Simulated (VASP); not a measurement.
Crystal: Zn.

```xyz
2
Lattice="2.6700 0.0000 0.0000 -1.3350 2.3123 0.0000 0.0000 0.0000 4.9660" Properties=species:S:1:pos:R:3 pbc="T T T"
Zn    0.0000    1.5415    1.2415
Zn    1.3350    0.7708    3.7245
```

- Program: VASP 6.6.1
- Task: relaxation of cell and atoms
- Functional: LDA
- Potentials or basis: VASP PAW LDA potentials, release 64 (Zn)
- Cutoff: 600 eV
- k mesh: 7 × 7 × 4
- Occupations: fermi-dirac, width 0.05 eV
- Spin: no spin polarisation

At the start: pressure -9.1 GPa; volume 15.33 Å³/atom.

**Question.** How do energy, volume and symmetry change on relaxing?

**Answer.** Over 10 steps the energy falls by 53.8 meV/atom and the volume is 13.66 Å³/atom (-10.9 %); space group P6_3/mmc (No. 194, to 0.05 Å).

Step by step:
| step | energy change (eV) | largest force (eV/Å) | pressure (GPa) | volume (Å³) |
| --- | --- | --- | --- | --- |
| 1 | 0.0000 | 0.0000 | -9.14 | 30.66 |
| 2 | -0.1023 | 0.0000 | 1.45 | 26.94 |
| 3 | -0.1061 | 0.0000 | 0.06 | 27.39 |
| 4 | -0.1062 | 0.0000 | -0.16 | 27.47 |
| 5 | -0.1062 | 0.0000 | -0.41 | 27.53 |
| 6 | -0.1075 | 0.0000 | -0.30 | 27.44 |
| 7 | -0.1076 | 0.0000 | -0.28 | 27.40 |
| 8 | -0.1076 | 0.0000 | -0.11 | 27.39 |
| 9 | -0.1076 | 0.0000 | -0.18 | 27.39 |
| 10 | -0.1077 | 0.0000 | 0.04 | 27.33 |

Final structure:
```
Zn
1.0
     2.56610    0.00000    0.00000
    -1.28305    2.22231    0.00000
     0.00000    0.00000    4.79224
Zn
2
Direct
  0.33333 0.66667 0.25000
  0.66667 0.33333 0.75000
```

Caveat: the k points lie up to 0.40 Å⁻¹ apart in the final cell; the volume moved by -11 % from the deposited cell, more than functionals usually miss.
